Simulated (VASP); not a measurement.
Set up this calculation in VASP 6.6.1, as the native input.

| Property | Result |
| --- | --- |
| Task | single point |
| Functional | PBE |
| Potentials or basis | VASP PAW PBE potentials, release 64 (Mg, Si) |
| Cutoff | 520 eV |
| k mesh | 9 × 9 × 1 |
| Occupations | gaussian, width 0.1 eV |
| Spin | no spin polarisation |
| Dipole correction | yes |
| Further INCAR settings | ALGO = Normal; EDIFF = 1e-07; NBANDS = 14 |

The structure of Mg4Si lies in POSCAR:

```
Mg4Si
1.0
    3.2100692859      0.0000000000      0.0000000000
   -1.6050346429      2.7800015495      0.0000000000
    0.0000000000      0.0000000000     23.2147784313
Mg Si
4 1
Direct
    0.6666666667      0.3333333333      0.1723040352
    0.3333333333      0.6666666667      0.2829644272
    0.6666666667      0.3333333333      0.3920793237
    0.3333333333      0.6666666667      0.5046258988
    0.3333333333      0.6666666667      0.6202924690
```

One way to write it, as run:

INCAR

```
SYSTEM = Mg4Si
PREC = Accurate
ENCUT = 520
EDIFF = 1E-7
ISMEAR = 0
SIGMA = 0.1
LREAL = .False.
LASPH = .True.
NELM = 60
ALGO = Normal
ISIF = 2
LWAVE = .False.
LCHARG = .False.
LDIPOL = .True.
IDIPOL = 3
DIPOL = 0.5 0.5 0.394
GGA = PE
NBANDS = 14
```

KPOINTS

```
regular mesh
0
Gamma
  9 9 1
  0 0 0
```

Potentials or basis: VASP PAW PBE potentials, release 64 (Mg, Si).

Run with:

```console
$ cat potpaw_PBE.64/Mg/POTCAR potpaw_PBE.64/Si/POTCAR > POTCAR
$ mpirun -np 1 vasp_std > vasp.out
```

Results of the run:

The largest force is 0.082 eV/Å and the band gap on the k mesh is 0.05 eV (least direct gap 0.13 eV).

Caveat: semilocal functionals underestimate gaps, and a narrow one can read as zero.

It took 27 s on 1 thread of Intel(R) Xeon(R) 6975P-C (Granite Rapids), with other jobs on the host, peak memory 0.31 GiB.
